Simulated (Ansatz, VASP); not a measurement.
# Two plane-wave programs on Fe

```
Fe
1.0
     3.66758    0.00000    0.00000
    -1.83379    3.17622    0.00000
     0.00000    0.00000    4.23210
Fe
4
Cartesian
  0.0000 0.0000 1.0580
  0.0000 0.0000 3.1741
  0.0000 2.1175 3.1741
  1.8338 1.0587 1.0580
```

Alike in both runs: functional r2SCAN; k mesh 9 × 9 × 2; occupations gaussian, width 0.1 eV; no spin polarisation.

Ansatz relaxed the structure, and its values are those at the end. VASP's run is a single point on that final structure, the one shown.

|  | VASP | Ansatz |
| --- | --- | --- |
| version | VASP 6.6.1 | Ansatz 0.2.0 |
| potentials or method | VASP PAW PBE potentials, release 64 (Fe), cutoff 520 eV | scalar-relativistic, plane waves, PAW |
| valence electrons in the cell | 32 | 64 |

Ansatz gave:

* gap on the k mesh at the Fermi level (eV): none
* pressure (GPa): 0.0

**Question.** Which values does VASP return?

**Answer.** gap on the k mesh at the Fermi level (eV): none; pressure (GPa): -0.4.

VASP's potentials were made for PBE, not for r2SCAN. A gap of «none» marks a metal or a gap that the smearing closes. With one functional, cell and mesh, what is left measures potentials, basis and numerics. VASP's potentials hold 32 valence electrons a cell and Ansatz's 64, so a difference there can come from the potentials and not from the codes.

The k mesh is coarse, so the values compare programs but aren't converged.
